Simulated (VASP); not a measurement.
**Cd: single point with PBEsol**

Cd:

```
Cd
1.0
     3.03729    0.00000    0.00000
    -1.51865    2.63037    0.00000
     0.00000    0.00000    5.72783
Cd
2
Direct
  0.66667 0.33333 0.75000
  0.33333 0.66667 0.25000
```

```yaml
Program: VASP 6.6.1
Task: single point
Functional: PBEsol
Potentials_or_basis: VASP PAW PBE potentials, release 64 (Cd)
Cutoff: 520 eV
k_mesh: 10 × 10 × 5
Occupations: fermi-dirac, width 0.05 eV
Spin: no spin polarisation
Dipole_correction: no
Further_INCAR_settings: ALGO = Normal; EDIFF = 1e-07; NBANDS = 19
```

```
Pressure               : -3.9 GPa
Band gap on the k mesh : zero (band 12 reaches 3.34 eV, above the bottom of band 13 at -0.42 eV)
```

Stress tensor (GPa, compression positive):
```
-4.06  0.00  0.00
 0.00 -4.06  0.00
 0.00  0.00 -3.66
```

Levels at points of the mesh, in eV from the Fermi level:
| k point | band 10 | band 11 | band 12 | band 13 | band 14 | band 15 |
| --- | --- | --- | --- | --- | --- | --- |
| (0.00, 0.00, 0.00) | -8.25 | -8.25 | -2.96 | -2.70 | 10.30 | 14.31 |
| (0.50, 0.00, 0.00) | -7.99 | -2.09 | -1.73 | 1.96 | 2.95 | 3.07 |

Run time: 20 s on 1 thread of Intel(R) Xeon(R) Platinum 8375C CPU @ 2.90GHz (Ice Lake), with other jobs on the host, peak memory 0.17 GiB.

Caveat: the PAW data sets were made with another functional, which shifts forces and pressure a little.
